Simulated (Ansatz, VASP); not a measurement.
Two plane-wave programs on Al2O3

```
Al O
1.0
     4.77629    0.00000    0.00000
     0.00000    9.95605    0.00000
     0.00000    0.00000    2.73662
Al O
4 6
Cartesian
  1.9768 3.2955 1.3683
  2.7995 6.6606 1.3683
  4.3649 1.6826 0.0000
  0.4113 8.2735 0.0000
  3.4941 2.2171 1.3683
  0.0000 0.0000 0.0000
  3.6703 7.1951 0.0000
  1.1060 2.7609 0.0000
  1.2822 7.7390 1.3683
  2.3881 4.9780 1.3683
```

Change from the starting cell: strain +0.040 along x and y, -0.080 along z, atoms carried along.

Alike in both runs: task single point; functional LDA; k mesh 6 × 4 × 8; occupations gaussian, width 0.05 eV; no spin polarisation.

|  | VASP | Ansatz |
| --- | --- | --- |
| version | VASP 6.6.1 | Ansatz 0.2.0 |
| potentials or method | VASP PAW LDA potentials, release 64 (Al, O), cutoff 520 eV | scalar-relativistic, plane waves, PAW |
| valence electrons in the cell | 48 | 48 |

|  | VASP | Ansatz | Ansatz less VASP |
| --- | --- | --- | --- |
| gap on the k mesh at the Fermi level (eV) | 2.53 | 2.53 | +0.001 |
| least direct gap on the mesh (eV) | 2.53 | 2.53 | +0.001 |
| pressure (GPa) | 3.4 | 2.5 | -0.93 |
| traceless stress, the component that is largest in VASP (GPa) | 25.51 | 25.14 | -0.370 |
| rms of the force components (eV/Å) | 1.118 | 1.083 | -0.0353 |

LDA's correlation is that of Perdew and Zunger in VASP and of Perdew and Wang (1992) in Ansatz. Atom by atom the forces differ by 0.051 eV/Å (rms over components).
